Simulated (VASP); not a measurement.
Set up this calculation in VASP 6.6.1, as the native input.

| Property | Result |
| --- | --- |
| Task | single point |
| Functional | r2SCAN |
| Potentials or basis | VASP PAW PBE potentials, release 64 (Na_pv) |
| Cutoff | 520 eV |
| k mesh | 5 × 5 × 3 |
| Occupations | fermi-dirac, width 0.1 eV |
| Spin | no spin polarisation |
| Dipole correction | no |
| Further INCAR settings | ALGO = Normal; EDIFF = 1e-06; NBANDS = 14 |

The system is Na.

```
Na
1.0
     3.76404    0.00000    0.00000
    -1.88202    3.25976    0.00000
     0.00000    0.00000    6.14668
Na
2
Direct
  0.33333 0.66667 0.25000
  0.66667 0.33333 0.75000
```

These files were run (other wordings do the same):

POSCAR

```
Na
1.0
    3.7640418302      0.0000000000      0.0000000000
   -1.8820209151      3.2597558458      0.0000000000
    0.0000000000      0.0000000000      6.1466803087
Na
2
Direct
    0.3333333333      0.6666666667      0.2500000000
    0.6666666667      0.3333333333      0.7500000000
```

INCAR.step1

```
PREC = Accurate
ENCUT = 520
ISMEAR = -1
SIGMA = 0.1
LREAL = F
LASPH = T
NELM = 80
NBANDS = 14
GGA = PE
ALGO = Normal
EDIFF = 1E-4
LWAVE = T
LCHARG = F
```

INCAR.step2

```
PREC = Accurate
ENCUT = 520
EDIFF = 1E-6
ISMEAR = -1
SIGMA = 0.1
LREAL = F
LASPH = T
NELM = 80
ALGO = Normal
ISIF = 2
LWAVE = F
LCHARG = F
METAGGA = R2SCAN
LMIXTAU = T
NBANDS = 14
ISTART = 1
```

KPOINTS

```
Automatic mesh
0
Gamma
  5 5 3
```

Potentials or basis: VASP PAW PBE potentials, release 64 (Na_pv).

Command:

```bash
$ cat potpaw_PBE.64/Na_pv/POTCAR > POTCAR
$ cp INCAR.step1 INCAR
$ mpirun -np 1 vasp_std > vasp.out
$ cp INCAR.step2 INCAR
$ mpirun -np 1 vasp_std > vasp.out
```

It gave:

| Quantity | Value |
| --- | --- |
| Pressure | 0.0 GPa |
| Band gap on the k mesh | zero (band 7 reaches 1.35 eV, above the bottom of band 8 at -1.23 eV) |

Caveat: the k points lie up to 0.39 Å⁻¹ apart; the PAW data sets were made with another functional, which shifts forces and pressure a little.

It took 31 s on 1 thread of Intel(R) Xeon(R) Platinum 8375C CPU @ 2.90GHz (Ice Lake), on a shared host, peak memory 0.18 GiB.
